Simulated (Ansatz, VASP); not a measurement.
## AlN in VASP and in Ansatz

File INCAR:

```
PREC = Accurate
ENCUT = 520
EDIFF = 1E-7
ISMEAR = 0
SIGMA = 0.05
LREAL = False
LASPH = True
NELM = 80
ALGO = Normal
ISIF = 2
LWAVE = False
LCHARG = False
GGA = PE
NBANDS = 16
```

File KPOINTS:

```
Automatic mesh
0
Gamma
  9 9 6
```

POSCAR

```
AlN
1.0
    3.1887772054      0.0000000000      0.0000000000
   -1.5943886027      2.7615620669      0.0000000000
    0.0000000000      0.0000000000      4.9780000000
Al N
2 2
Direct
    0.3333333333      0.6666666667      0.0000000000
    0.6666666667      0.3333333333      0.5000000000
    0.3333333333      0.6666666667      0.3850000000
    0.6666666667      0.3333333333      0.8850000000
```

Input for Ansatz:

```yaml
crystal:
  lattice:
    - [3.1887772054, 0.0, 0.0]
    - [-1.5943886027, 2.7615620669, 0.0]
    - [0.0, 0.0, 4.978]
  atoms:
    - { symbol: Al, position: [0.3333333333, 0.6666666667, 0.0] }
    - { symbol: Al, position: [0.6666666667, 0.3333333333, 0.5] }
    - { symbol: "N", position: [0.3333333333, 0.6666666667, 0.385] }
    - { symbol: "N", position: [0.6666666667, 0.3333333333, 0.885] }
basis:
  ecutwfc: 420
kpoints:
  mp_grid: { grid: [9, 9, 6] }
hamiltonian:
  xc: pbe
scf:
  occupations: { method: gaussian, width: 0.05 }
output:
  forces: true
  stress: true
  eigenvalues: true
```

Change from the starting cell: strain +0.025 along x and y, +0.000 along z, atoms carried along.

Alike in both runs: task single point; functional PBE; k mesh 9 × 9 × 6; occupations gaussian, width 0.05 eV; no spin polarisation.

|  | VASP | Ansatz |
| --- | --- | --- |
| version | VASP 6.6.1 | Ansatz 0.2.0 |
| potentials or method | VASP PAW PBE potentials, release 64 (Al, N), cutoff 520 eV | scalar-relativistic, plane waves, PAW |
| valence electrons in the cell | 16 | 16 |

|  | VASP | Ansatz | Ansatz less VASP |
| --- | --- | --- | --- |
| gap on the k mesh at the Fermi level (eV) | 3.68 | 3.67 | -0.007 |
| least direct gap on the mesh (eV) | 3.68 | 3.67 | -0.007 |
| pressure (GPa) | -5.8 | -5.5 | +0.27 |
| traceless stress, the component that is largest in VASP (GPa) | 5.19 | 5.11 | -0.082 |
| rms of the force components (eV/Å) | 0.033 | 0.033 | +0.0003 |

Atom by atom the forces differ by 0.000 eV/Å (rms over components). The functional is the same, so the differences come from potentials, cutoffs and numerics.
